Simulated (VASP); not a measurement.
Write the native input for VASP 6.6.1 that does the following.

| Item | Value |
| --- | --- |
| Task | relaxation of cell and atoms |
| Functional | PBEsol |
| Potentials or basis | VASP PAW PBE potentials, release 64 (Mo_sv, S) |
| Cutoff | 600 eV |
| k mesh | 10 × 10 × 10 |
| Occupations | fermi-dirac, width 0.05 eV |
| Spin | no spin polarisation |
| Dipole correction | no |
| Further INCAR settings | ALGO = Normal; EDIFF = 1e-06; IBRION = 2; EDIFFG = -0.01; NSW = 60; ISIF = 3 |

The structure of MoS2 lies in POSCAR:

```
MoS2
1.0
    1.5800000000      0.9122134253      6.1500000000
   -1.5800000000      0.9122134253      6.1500000000
    0.0000000000     -1.8244268506      6.1500000000
Mo S
1 2
Direct
    0.0000000000      0.0000000000      0.0000000000
    0.4170000000      0.4170000000      0.4170000000
    0.2500000000      0.2500000000      0.2500000000
```

These files were run (other wordings do the same):

INCAR

```
  PREC = Accurate
  ENCUT = 600
  EDIFF = 1E-6
  ISMEAR = -1
  SIGMA = 0.05
  LREAL = F
  LASPH = T
  NELM = 80
  ALGO = Normal
  ISIF = 3
  LWAVE = F
  LCHARG = F
  GGA = PS
  IBRION = 2
  NSW = 60
  EDIFFG = -0.01
```

KPOINTS

```
regular mesh
0
Gamma
  10 10 10
```

Potentials or basis: VASP PAW PBE potentials, release 64 (Mo_sv, S).

Command:

```bash
$ cat potpaw_PBE.64/Mo_sv/POTCAR potpaw_PBE.64/S/POTCAR > POTCAR
$ mpirun -np 1 vasp_std > vasp.out
```

Results of the run:

- Relaxed volume: 17.87 Å³/atom
- Relaxed cell: a = 6.528 Å, b = 6.528 Å, c = 6.528 Å, α = 27.85°, β = 27.85°, γ = 27.85°
- Space group after relaxing (to 0.1 Å): R3m (No. 160)
- Energy gained by relaxing: 2.0 meV/atom
- Ionic steps: 17
- Pressure after relaxing: 0.0 GPa
- Largest force after relaxing: 0.010 eV/Å
- Band gap on the k mesh: 1.03 eV (least direct gap 2.03 eV)

Caveat: the PAW data sets were made with another functional, which shifts forces and pressure a little.

Run time: 40 min on 1 thread of Intel(R) Xeon(R) 6975P-C (Granite Rapids), on a shared host, peak memory 0.56 GiB.
